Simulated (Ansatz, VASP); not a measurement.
## One calculation of KF, two programs

```
K F
1.0
     2.58641    0.00000    0.00000
     0.00000    2.58641    0.00000
     0.00000    0.00000    2.58641
K F
1 1
Direct
  0.00000 0.00000 0.00000
  0.50000 0.50000 0.50000
```

Change from the starting cell: volume scaled by 0.5, PAW files.

Alike in both runs: task single point; functional PBE; k mesh 14 × 14 × 14; occupations fermi-dirac, width 0.05 eV; no spin polarisation.

|  | VASP | Ansatz |
| --- | --- | --- |
| version | VASP 6.6.1 | Ansatz 0.2.0 |
| potentials or method | VASP PAW PBE potentials, release 64 (K_sv, F) | PAW with Ansatz's default frozen-core files, scalar-relativistic |
| plane-wave cutoff (eV) | 520 | 420 |
| valence electrons in the cell | 16 | 16 |

Ansatz gave:

| Item | Value |
| --- | --- |
| gap on the k mesh at the Fermi level (eV) | 7.69 |
| pressure (GPa) | 123.2 |

Problem. What did VASP give for the same quantities?

Solution. gap on the k mesh at the Fermi level (eV): 7.66; pressure (GPa): 128.3.

Both programs put the cell under a high pressure, so it lies far from rest at this level.

Noted on VASP's run: the cell as given lies far from equilibrium.
